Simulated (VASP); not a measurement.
Wanted: the native input for a VASP 6.6.1 run.

| Property | Result |
| --- | --- |
| Task | single point |
| Functional | PBE |
| Potentials or basis | VASP PAW PBE potentials, release 64 (Be, Zn, Se) |
| Cutoff | 600 eV |
| k mesh | 4 × 4 × 4 |
| Occupations | gaussian, width 0.01 eV |
| Spin | no spin polarisation |
| Dipole correction | no |
| Further INCAR settings | ALGO = Normal; EDIFF = 1e-06; NBANDS = 31 |

The structure of Be3ZnSe4 lies in POSCAR:

```
Be3ZnSe4
1.0
    5.3202170294      0.0000000000      0.0000000000
    0.0000000000      5.3202170294      0.0000000000
    0.0000000000      0.0000000000      5.3202170294
Be Zn Se
3 1 4
Direct
    0.5000000000      0.0000000000      0.0000000000
    0.0000000000      0.0000000000      0.5000000000
    0.0000000000      0.5000000000      0.0000000000
    0.5000000000      0.5000000000      0.5000000000
    0.7628043431      0.2371956569      0.7628043431
    0.7628043431      0.7628043431      0.2371956569
    0.2371956569      0.2371956569      0.2371956569
    0.2371956569      0.7628043431      0.7628043431
```

One way to write it, as run:

INCAR

```
SYSTEM = Be3ZnSe4
ALGO = Normal
EDIFF = 1E-6
ENCUT = 600
GGA = PE
GGA_COMPAT = .FALSE.
ISIF = 2
ISMEAR = 0
LASPH = .TRUE.
LCHARG = .FALSE.
LREAL = .FALSE.
LWAVE = .FALSE.
NBANDS = 31
NELM = 120
PREC = Accurate
SIGMA = 0.01
```

KPOINTS

```
k-points
0
G
  4 4 4
  0 0 0
```

Potentials or basis: VASP PAW PBE potentials, release 64 (Be, Zn, Se).

Launch:

```console
$ cat potpaw_PBE.64/Be/POTCAR potpaw_PBE.64/Zn/POTCAR potpaw_PBE.64/Se/POTCAR > POTCAR
$ mpirun -np 1 vasp_std > vasp.out
```

Results of the run:

- Pressure: 0.2 GPa
- Largest force: 0.012 eV/Å
- Band gap on the k mesh: 2.75 eV

Run time: 2.3 min on 1 thread of Intel Xeon 8259CL, on a shared host, peak memory 0.34 GiB.
